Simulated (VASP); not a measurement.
Runs of VASP 6.6.1 on Ti3Al. The structure is that of space group Fm-3m (No. 225), or close to it. The cells are those of the table. 

```csv
fixed moment (μB),cell,pressure (GPa),moment (μB)
2.1,"a = 4.417 Å, angles 60.0°, 4 atoms",(a),2.10
2.4,"a = 4.100 Å, angles 60.0°, 4 atoms",(b),2.40
0.6,"a = 4.211 Å, angles 60.0°, 4 atoms",34.7,0.60
2.7,"a = 4.100 Å, angles 60.0°, 4 atoms",59.0,2.70
3.0,"a = 4.605 Å, angles 60.0°, 4 atoms",-5.2,3.00
```

Alike in all rows: task single point; level PBEsol; potentials or basis VASP PAW PBE potentials, release 64 (Ti_sv, Al); spin collinear, ferromagnetic start; k mesh 12 × 12 × 12; cutoff (eV) 520; smearing gaussian 0.15 eV.

**Question.** Estimate the missing entries.

**Answer.** (a) 9.1; (b) 58.3.

Caveats: the PAW data sets were made with another functional, which shifts forces and pressure a little; the total moment is fixed, so each spin has its own Fermi level.
